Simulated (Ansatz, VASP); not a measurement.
## PbS: VASP beside Ansatz

The input POSCAR:

```
PbS
1.0
    2.1119725129      1.2193478988      3.1748000000
   -2.1119725129      1.2193478988      3.1748000000
    0.0000000000     -2.4386957977      3.1748000000
Pb S
1 1
Direct
    0.9781509158      0.9781509158      0.9781509158
    0.4774504142      0.4774504142      0.4774504142
```

File INCAR.step1:

```
SYSTEM = PbS
ALGO = Normal
EDIFF = 1E-4
ENCUT = 520
GGA = PE
ISMEAR = 0
LASPH = .True.
LCHARG = .False.
LREAL = .False.
LWAVE = .True.
NBANDS = 17
NELM = 100
PREC = Accurate
SIGMA = 0.05
```

The input INCAR.step2:

```
SYSTEM = PbS
ALGO = Normal
EDIFF = 1E-6
ENCUT = 520
ISIF = 2
ISMEAR = 0
ISTART = 1
LASPH = .True.
LCHARG = .False.
LMIXTAU = .True.
LREAL = .False.
LWAVE = .False.
METAGGA = R2SCAN
NBANDS = 17
NELM = 100
PREC = Accurate
SIGMA = 0.05
```

File KPOINTS:

```
k-points
0
Gamma
  9 9 9
  0 0 0
```

Input for Ansatz:

```yaml
crystal:
  lattice:
    - [2.1119725129, 1.2193478988, 3.1748]
    - [-2.1119725129, 1.2193478988, 3.1748]
    - [0.0, -2.4386957977, 3.1748]
  atoms:
    - { symbol: Pb, position: [0.9781509158, 0.9781509158, 0.9781509158] }
    - { symbol: S, position: [0.4774504142, 0.4774504142, 0.4774504142] }
basis:
  ecutwfc: 500
kpoints:
  mp_grid: { grid: [9, 9, 9] }
hamiltonian:
  xc: r2scan
scf:
  occupations: { method: gaussian, width: 0.05 }
output:
  forces: true
  stress: true
  eigenvalues: true
```

Alike in both runs: task single point; functional r2SCAN; k mesh 9 × 9 × 9; occupations gaussian, width 0.05 eV; no spin polarisation.

|  | VASP | Ansatz |
| --- | --- | --- |
| version | VASP 6.6.1 | Ansatz 0.2.0 |
| potentials or method | VASP PAW PBE potentials, release 64 (Pb_d, S), cutoff 520 eV | scalar-relativistic, plane waves, PAW |
| valence electrons in the cell | 20 | 20 |

```tsv
	VASP	Ansatz	Ansatz less VASP
pressure (GPa)	5.5	5.5	+0.01
traceless stress, the component that is largest in VASP (GPa)	1.76	1.76	-0.001
rms of the force components (eV/Å)	0.005	0.005	-0.0001
```

VASP's potentials were made for PBE, not for r2SCAN. Atom by atom the forces differ by 0.000 eV/Å (rms over components).

Neither program's run includes spin-orbit coupling.
